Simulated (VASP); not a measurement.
**Cu: relaxation of cell and atoms with PBE**

Cu:

```
Cu
1.0
     2.54294    0.00000    0.00000
    -1.27147    2.20225    0.00000
     0.00000    0.00000    8.30782
Cu
4
Direct
  0.00000 0.00000 0.00000
  0.33333 0.66667 0.25000
  0.00000 0.00000 0.50000
  0.66667 0.33333 0.75000
```

| Item | Value |
| --- | --- |
| Program | VASP 6.6.1 |
| Task | relaxation of cell and atoms |
| Functional | PBE |
| Potentials or basis | VASP PAW PBE potentials, release 64 (Cu) |
| Cutoff | 600 eV |
| k mesh | 18 × 18 × 6 |
| Occupations | gaussian, width 0.1 eV |
| Spin | no spin polarisation |
| Target pressure | 3 GPa |
| Dipole correction | no |
| Further INCAR settings | ALGO = Fast; EDIFF = 1e-06; IBRION = 2; EDIFFG = -0.008; NSW = 70; ISIF = 3 |

```
Relaxed volume                                         : 11.76 Å³/atom
Relaxed cell                                           : a = 2.552 Å, b = 2.552 Å, c = 8.339 Å, α = 90.00°, β = 90.00°, γ = 120.00°
Space group after relaxing (to 0.05 Å)                 : P6_3/mmc (No. 194)
Energy change on relaxing (the enthalpy is what falls) : -3.2 meV/atom
Ionic steps                                            : 3
Pressure after relaxing                                : 3.1 GPa
Band gap on the k mesh                                 : zero (band 22 reaches 11.01 eV, above the bottom of band 23 at 5.84 eV)
```

Step by step:
```csv
step,energy change (eV),largest force (eV/Å),pressure (GPa),volume (Å³)
1,0.0000,0.0000,4.89,46.53
2,-0.0192,0.0000,2.32,47.46
3,-0.0130,0.0000,3.05,47.05
```

Final structure:
```
Cu
1.0
     2.55246    0.00000    0.00000
    -1.27623    2.21050    0.00000
     0.00000    0.00000    8.33883
Cu
4
Direct
  0.00000 0.00000 0.00000
  0.33333 0.66667 0.25000
  0.00000 0.00000 0.50000
  0.66667 0.33333 0.75000
```

Levels at points of the mesh, in eV from the Fermi level:
```tsv
k point	band 18	band 19	band 20	band 21	band 22	band 23	band 24	band 25	band 26
(0.00, 0.00, 0.00)	-2.08	-2.08	-1.92	-1.92	-1.63	-1.63	-0.97	3.82	12.52
(0.50, 0.00, 0.00)	-1.50	-1.50	-1.48	-0.57	0.46	1.00	1.58	4.64	4.66
(0.00, 0.00, 0.50)	-2.20	-2.20	-2.20	-1.75	-1.75	-1.75	-1.75	6.95	6.95
(0.50, 0.00, 0.50)	-1.58	-1.51	-1.51	0.09	0.09	1.39	1.39	5.16	5.16
```

Wall time 5.2 min on 1 thread of Intel(R) Xeon(R) 6975P-C (Granite Rapids), with other jobs on the host, peak memory 0.29 GiB.

Caveat: the cell is relaxed towards a set pressure, so the enthalpy falls and the energy may rise.
